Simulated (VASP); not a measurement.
# In2GeS2 (P-6m2) in VASP: a series of runs, part 3 of 3

VASP 6.6.1.

### Step 6. Single point, PBE

This run uses another cell than the first one, of 23.09 Å³/atom, 1.016 times its volume.

INCAR reads:

```
ALGO = Normal
EDIFF = 1E-6
ENCUT = 520
GGA = PE
ISIF = 2
ISMEAR = 0
LASPH = True
LCHARG = False
LREAL = False
LWAVE = False
NBANDS = 34
NELM = 100
PREC = Accurate
SIGMA = 0.1
```

KPOINTS reads:

```
k-points
0
Gamma
  12 12 6
```

POSCAR reads:

```
In2GeS2
1.0
    4.4262870681      0.0000000000      0.0000000000
   -2.2131435341      3.8332770454      0.0000000000
    0.0000000000      0.0000000000      6.8032867052
In Ge S
2 1 2
Direct
    0.3333333333      0.6666666667      0.2640677596
    0.3333333333      0.6666666667      0.7359322404
    0.0000000000      0.0000000000      0.5000000000
    0.6666666667      0.3333333333      0.0000000000
    0.0000000000      0.0000000000      0.0000000000
```

Potentials or basis: VASP PAW PBE potentials, release 64 (In_d, Ge_d, S).

Run with:

```
cat potpaw_PBE.64/In_d/POTCAR potpaw_PBE.64/Ge_d/POTCAR potpaw_PBE.64/S/POTCAR > POTCAR
mpirun -np 1 vasp_std > vasp.out
```

OUTCAR:

```text
EDIFF = 1E-6
   ENCUT = 520
   GGA = PE
   ISIF = 2
   ISMEAR = 0
   LASPH = True
   LREAL = False
   NELM = 100
   PREC = Accurate

 ion  position               nearest neighbor table
   1  0.333  0.667  0.264-   3 3.02   3 3.02   3 3.02   4 3.12   4 3.12   5 3.12   5 3.12   5 3.12
                             4 3.12   2 3.21   2 3.59
   2  0.333  0.667  0.736-   3 3.02   3 3.02   3 3.02   4 3.12   4 3.12   5 3.12   5 3.12   5 3.12
                             4 3.12   1 3.21   1 3.59
   3  0.000  0.000  0.500-   1 3.02   2 3.02   1 3.02   2 3.02   1 3.02   2 3.02
   4  0.667  0.333  0.000-   5 2.56   5 2.56   5 2.56   2 3.12   1 3.12   2 3.12   1 3.12   1 3.12
                             2 3.12
   5  0.000  0.000  0.000-   4 2.56   4 2.56   4 2.56   1 3.12   2 3.12   1 3.12   2 3.12   1 3.12
                             2 3.12

  LATTYP: Found a hexagonal cell.
 ALAT       =     4.4262870681
 C/A-ratio  =     1.5370188604

  Lattice vectors:

 A1 = (   4.4262870681,   0.0000000000,   0.0000000000)
 A2 = (  -2.2131435341,   3.8332770454,   0.0000000000)
 A3 = (   0.0000000000,   0.0000000000,   6.8032867052)

Analysis of symmetry for initial positions (statically):
=====================================================================
[... 176 lines left out ...]

  energy without entropy =      -16.27542187  energy(sigma->0) =      -16.27960179

 E-fermi :   5.8471     XC(G=0): -10.0287

 val. band max:        5.8117852887   @ k =   0.3333   0.3333   0.3333
 cond. band min:       5.8806812821   @ k =   0.2500  -0.0000   0.5000
 fundamental gap:      0.0688959933
 Fermi energy:         5.8471262214

 k-point     1 :       0.0000    0.0000    0.0000
  band No.  band energies     occupation
      1     -18.5921      2.00000
      2     -18.5862      2.00000
      3     -18.5862      2.00000
      4     -18.5474      2.00000
      5     -18.5474      2.00000
      6      -9.0659      2.00000
[... 877 lines left out ...]
     33      11.6543      0.00000
     34      12.2242      0.00000

 [... further k-points ...]
[... 5 lines left out ...]
  --------------------------------------------------------------------------------------
  -------------------------------------------------------------------------------------
  Total       -0.0577099     -0.0577099     -0.0503332      0.0000000     -0.0000000      0.0000000
  in kB       -0.8009993     -0.8009993     -0.6986123      0.0000000     -0.0000000      0.0000000
  external PRESSURE =      -0.7668703 kB  Pullay stress =       0.0000000 kB

 VOLUME and BASIS-vectors are now :
 -----------------------------------------------------------------------------
  energy-cutoff  :      520.00
  volume of cell :      115.43
      direct lattice vectors                 reciprocal lattice vectors
     4.426287068  0.000000000  0.000000000     0.225922988  0.130436698  0.000000000
    -2.213143534  3.833277045  0.000000000     0.000000000  0.260873396  0.000000000
     0.000000000  0.000000000  6.803286705     0.000000000  0.000000000  0.146987779

 POSITION                                       TOTAL-FORCE (eV/Angst)
 -----------------------------------------------------------------------------------
     -0.00000      2.55552      1.79653         0.000000     -0.000000      0.000741
     -0.00000      2.55552      5.00676         0.000000     -0.000000     -0.000741
      0.00000      0.00000      3.40164         0.000000     -0.000000      0.000000
      2.21314      1.27776      0.00000        -0.000000      0.000000      0.000000
      0.00000      0.00000      0.00000         0.000000     -0.000000      0.000000
 -----------------------------------------------------------------------------------
    total drift:                                0.000000     -0.000000     -0.000000

  FREE ENERGIE OF THE ION-ELECTRON SYSTEM (eV)
  ---------------------------------------------------
  free  energy   TOTEN  =       -16.2837817174 eV

  energy  without entropy=      -16.2754218723  energy(sigma->0) =      -16.27960179
```

OSZICAR:

```text
N       E                     dE             d eps       ncg     rms          rms(c)
DAV:   1     0.501688627462E+03    0.50169E+03   -0.24481E+04  5826   0.258E+03
DAV:   2     0.670792899217E+02   -0.43461E+03   -0.42148E+03  5208   0.647E+02
DAV:   3    -0.113496640212E+02   -0.78429E+02   -0.76609E+02  6224   0.201E+02
DAV:   4    -0.164530618401E+02   -0.51034E+01   -0.50592E+01  6174   0.538E+01
DAV:   5    -0.166275753170E+02   -0.17451E+00   -0.17437E+00  7216   0.998E+00    0.126E+01
DAV:   6    -0.163296309058E+02    0.29794E+00   -0.11764E+00  6998   0.946E+00    0.726E+00
DAV:   7    -0.163195829686E+02    0.10048E-01   -0.83879E-01  6342   0.337E+00    0.290E+00
DAV:   8    -0.162857671347E+02    0.33816E-01   -0.18189E-01  7616   0.249E+00    0.519E-01
DAV:   9    -0.162836547240E+02    0.21124E-02   -0.20086E-02  7666   0.122E+00    0.365E-01
DAV:  10    -0.162837483271E+02   -0.93603E-04   -0.21532E-03  7100   0.262E-01    0.192E-01
DAV:  11    -0.162837777926E+02   -0.29465E-04   -0.42426E-04  6852   0.252E-01    0.778E-02
DAV:  12    -0.162837823942E+02   -0.46016E-05   -0.10852E-04  7514   0.113E-01    0.206E-02
DAV:  13    -0.162837813315E+02    0.10628E-05   -0.13801E-05  6912   0.291E-02    0.152E-02
DAV:  14    -0.162837817174E+02   -0.38594E-06   -0.12082E-06  3910   0.986E-03
   1 F= -.16283782E+02 E0= -.16279602E+02  d E =-.835985E-02
```

Wall time 3.1 min (1 thread of AMD EPYC 9R45 (Zen 5), shared host); peak memory 0.4 GiB.

Results:

```yaml
Free_energy: -16.2838 eV
Pressure: -0.1 GPa
Band_gap_on_the_k_mesh: zero (band 26 reaches 6.28 eV, above the bottom of band 27 at 5.30 eV)
```

Levels at points of the mesh, in eV from the Fermi level:
```tsv
k point	band 23	band 24	band 25	band 26	band 27	band 28	band 29	band 30
(0.00, 0.00, 0.00)	-1.48	-1.48	-0.82	-0.32	1.00	1.00	1.66	3.68
(0.50, 0.00, 0.00)	-3.70	-0.77	-0.33	0.44	1.18	1.39	1.70	2.46
(0.00, 0.00, 0.50)	-1.30	-1.30	-0.83	0.14	0.53	0.53	1.08	3.88
(0.50, 0.00, 0.50)	-1.89	-1.31	-0.78	-0.22	0.59	0.88	1.70	3.42
```

Caveat: spin-orbit coupling is left out, which moves the levels of the heavy elements.

### Step 7. Relaxation of cell and atoms, PBE

INCAR reads:

```
PREC     = Accurate       # precision mode
ENCUT    = 600            # plane-wave cutoff, eV
EDIFF    = 1E-6           # SCF threshold, eV
ISMEAR   = 0              # smearing method
SIGMA    = 0.1            # smearing width, eV
LREAL    = False          # projectors in reciprocal space
LASPH    = True           # aspherical terms in the spheres
NELM     = 80             # most SCF steps
ALGO     = Normal         # electronic algorithm
ISIF     = 3              # what is computed and relaxed
LWAVE    = False          # write WAVECAR
LCHARG   = False          # write CHGCAR
GGA      = PE             # functional
IBRION   = 2              # ionic algorithm
NSW      = 90             # ionic steps
EDIFFG   = -0.04          # ionic threshold
```

KPOINTS reads:

```
Automatic mesh
0
Gamma
  6 6 4
```

POSCAR reads:

```
In2GeS2
1.0
    4.4170522797      0.0000000000      0.0000000000
   -2.2085261398      3.8252794840      0.0000000000
    0.0000000000      0.0000000000      6.7220015414
In Ge S
2 1 2
Direct
    0.3333333333      0.6666666667      0.2659965512
    0.3333333333      0.6666666667      0.7340034488
    0.0000000000      0.0000000000      0.5000000000
    0.6666666667      0.3333333333      0.0000000000
    0.0000000000      0.0000000000      0.0000000000
```

Run with:

```
cat potpaw_PBE.64/In_d/POTCAR potpaw_PBE.64/Ge_d/POTCAR potpaw_PBE.64/S/POTCAR > POTCAR
mpirun -np 1 vasp_std > vasp.out
```

Wall time 2.3 min (1 thread of AMD EPYC 9R45 (Zen 5), shared host); peak memory 0.28 GiB.

Results (log left out):

```yaml
Free_energy: -16.2987 eV
Relaxed_volume: 23.08 Å³/atom
Relaxed_cell: a = 4.445 Å, b = 4.445 Å, c = 6.744 Å, α = 90.00°, β = 90.00°, γ = 120.00°
Space_group_after_relaxing_to_0.05_Å: P-6m2 (No. 187)
Energy_gained_by_relaxing: 1.0 meV/atom
Ionic_steps: 5
Pressure_after_relaxing: 0.0 GPa
Largest_force_after_relaxing: 0.036 eV/Å
Band_gap_on_the_k_mesh: zero (band 26 reaches 6.22 eV, above the bottom of band 27 at 5.32 eV)
```

Forces on the atoms (eV/Å):
```
In   0.000  0.000 -0.036
In   0.000  0.000  0.036
Ge   0.000  0.000  0.000
S    0.000  0.000  0.000
S    0.000  0.000  0.000
```

Stress tensor (GPa, compression positive):
```
 0.01  0.00  0.00
 0.00  0.01  0.00
 0.00  0.00 -0.11
```

The path:
| step | energy change (eV) | largest force (eV/Å) | pressure (GPa) | volume (Å³) |
| --- | --- | --- | --- | --- |
| 1 | 0.0000 | 0.0747 | 0.72 | 113.58 |
| 2 | -0.0045 | 0.0543 | 0.03 | 115.27 |
| 3 | -0.0045 | 0.0519 | -0.07 | 115.48 |
| 4 | -0.0045 | 0.0528 | -0.01 | 115.43 |
| 5 | -0.0049 | 0.0362 | -0.03 | 115.40 |

Final structure:
```
In Ge S
1.0
     4.44506    0.00000    0.00000
    -2.22253    3.84953    0.00000
     0.00000    0.00000    6.74379
In Ge S
2 1 2
Direct
  0.33333 0.66667 0.26503
  0.33333 0.66667 0.73497
  0.00000 0.00000 0.50000
  0.66667 0.33333 0.00000
  0.00000 0.00000 0.00000
```

Levels at points of the mesh, in eV from the Fermi level:
```csv
k point,band 23,band 24,band 25,band 26,band 27,band 28,band 29,band 30
"(0.00, 0.00, 0.00)",-1.57,-1.57,-0.85,-0.35,0.90,0.90,1.52,3.61
"(0.50, 0.00, 0.00)",-3.72,-0.83,-0.43,0.31,1.11,1.41,1.58,2.37
"(0.00, 0.00, 0.50)",-1.38,-1.38,-0.98,0.04,0.40,0.40,0.99,3.76
"(0.50, 0.00, 0.50)",-1.94,-1.34,-0.90,-0.26,0.47,0.85,1.58,3.37
```

Caveat: spin-orbit coupling is left out, which moves the levels of the heavy elements.

### Step 8. Summary

| task | cell | k mesh | cutoff (eV) | gap on the mesh (eV) | pressure (GPa) | relaxed volume (Å³/atom) | largest force (eV/Å) |
| --- | --- | --- | --- | --- | --- | --- | --- |
| single point | a = 4.417, b = 4.417, c = 6.722 Å, angles 90.0, 90.0, 120.0°, 5 atoms | 6 × 6 × 2 | 520 | none | 0.0 | - | - |
| single point | a = 4.114, b = 4.114, c = 8.326 Å, angles 90.0, 90.0, 120.0°, 5 atoms | 6 × 6 × 2 | 520 | none | 4.5 | - | 1.57 |
| single point | a = 4.447, b = 4.447, c = 6.742 Å, angles 90.0, 90.0, 120.0°, 5 atoms | 6 × 6 × 4 | 520 | none | -0.1 | - | - |
| relaxation of cell and atoms | relaxed from a = 4.114, b = 4.114, c = 8.326 Å, angles 90.0, 90.0, 120.0°, 5 atoms | 6 × 6 × 2 | 600 | none | 0.1 | 22.66 | 0.01 |
| single point | a = 4.426, b = 4.426, c = 6.803 Å, angles 90.0, 90.0, 120.0°, 5 atoms | 12 × 12 × 6 | 520 | none | -0.1 | - | - |
| relaxation of cell and atoms | relaxed from a = 4.417, b = 4.417, c = 6.722 Å, angles 90.0, 90.0, 120.0°, 5 atoms | 6 × 6 × 4 | 600 | none | 0.0 | 23.08 | 0.04 |

Alike in all rows: level PBE; potentials or basis VASP PAW PBE potentials, release 64 (In_d, Ge_d, S); no spin polarisation; smearing gaussian 0.1 eV.

Caveats: some runs use coarse meshes; spin-orbit coupling is left out, which moves the levels of the heavy elements; forces of over 1 eV/Å act on the atoms, so gaps and moduli don't describe the material at rest (some runs).

Absolute energies hang on the potentials; compare differences alone.
